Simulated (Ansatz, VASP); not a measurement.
**TaSi: VASP beside Ansatz**

INCAR

```
SYSTEM = TaSi
ALGO = Normal
EDIFF = 1E-6
ENCUT = 520
GGA = PS
ISIF = 2
ISMEAR = -1
LASPH = .TRUE.
LCHARG = .FALSE.
LREAL = .FALSE.
LWAVE = .FALSE.
NBANDS = 14
NELM = 60
PREC = Accurate
SIGMA = 0.05
```

The input KPOINTS:

```
k-points
0
G
  14 14 14
  0 0 0
```

POSCAR

```
TaSi
1.0
    2.7065289690      0.0000000000      0.0000000000
    0.0000000000      2.7065289690      0.0000000000
    0.0000000000      0.0000000000      2.7065289690
Ta Si
1 1
Direct
    0.0000000000      0.0000000000      0.0000000000
    0.5000000000      0.5000000000      0.5000000000
```

Input for Ansatz:

```yaml
crystal:
  lattice:
    - [2.706528969, 0.0, 0.0]
    - [0.0, 2.706528969, 0.0]
    - [0.0, 0.0, 2.706528969]
  atoms:
    - { symbol: Ta, position: [0.0, 0.0, 0.0] }
    - { symbol: Si, position: [0.5, 0.5, 0.5] }
kpoints:
  mp_grid: { grid: [14, 14, 14] }
scf:
  occupations: { method: fermi_dirac, width: 0.05 }
hamiltonian:
  xc: pbesol
  pseudopotentials: { kind: all_electron, lapw: { basis_error: 0.001 } }
output:
  forces: true
  stress: true
  eigenvalues: true
  populations: true
```

Change from the starting cell: volume scaled by 0.65, LAPW.

Alike in both runs: task single point; functional PBEsol; k mesh 14 × 14 × 14; occupations fermi-dirac, width 0.05 eV; no spin polarisation.

|  | VASP | Ansatz |
| --- | --- | --- |
| version | VASP 6.6.1 | Ansatz 0.2.0 |
| potentials or method | VASP PAW PBE potentials, release 64 (Ta_pv, Si), cutoff 520 eV | all-electron LAPW, scalar-relativistic |

VASP gave:

- pressure (GPa): 199.6

Problem. What did Ansatz give for the same quantities?

Solution. Pressure (GPa): 193.1.

VASP's potentials were made for PBE, not for PBEsol. Both programs put the cell under a high pressure, so it lies far from rest at this level. Ansatz ran all-electron here, and VASP with PAW potentials.

Spin-orbit coupling is off throughout. Noted on VASP's run: the cell as given lies far from equilibrium.
